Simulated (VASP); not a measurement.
## LiF: single point with LDA

The system is LiF.

```
Li F
1.0
     0.00000    2.06435    2.11470
     2.06435    0.00000    2.11470
     2.06435    2.06435    0.00000
Li F
1 1
Direct
  0.00000 0.00000 0.00000
  0.50000 0.50000 0.50000
```

This cell differs from its parent crystal: strain +0.025 along x and y, +0.050 along z.

* Program: VASP 6.6.1
* Task: single point
* Functional: LDA
* Potentials or basis: VASP PAW LDA potentials, release 64 (Li_sv, F)
* Cutoff: 520 eV
* k mesh: 10 × 10 × 10
* Occupations: gaussian, width 0.05 eV
* Spin: no spin polarisation
* Dipole correction: no
* Further INCAR settings: ALGO = Normal; EDIFF = 1e-06; NBANDS = 12

* Band gap on the k mesh: 7.97 eV, direct

Levels at points of the mesh, in eV from the valence-band top:
```csv
k point,band 2,band 3,band 4,band 5,band 6,band 7,band 8,band 9
"(0.00, 0.00, 0.00)",-19.35,-0.05,-0.05,0.00,7.97,21.87,22.36,22.36
"(0.50, 0.00, 0.00)",-18.97,-2.33,-0.25,-0.21,9.85,15.23,17.44,17.84
"(0.50, 0.50, 0.00)",-18.77,-2.75,-0.89,-0.89,13.24,15.74,15.92,18.85
"(0.50, 0.00, 0.50)",-18.74,-2.74,-1.02,-0.88,13.65,15.44,15.98,18.37
```

Run time: 12 s on 1 thread of Intel(R) Xeon(R) Platinum 8488C (Sapphire Rapids), with other jobs on the host, peak memory 0.13 GiB.

Caveat: the cell differs from its parent crystal (strain +0.025 along x and y, +0.050 along z). A k mesh can miss the band edges.
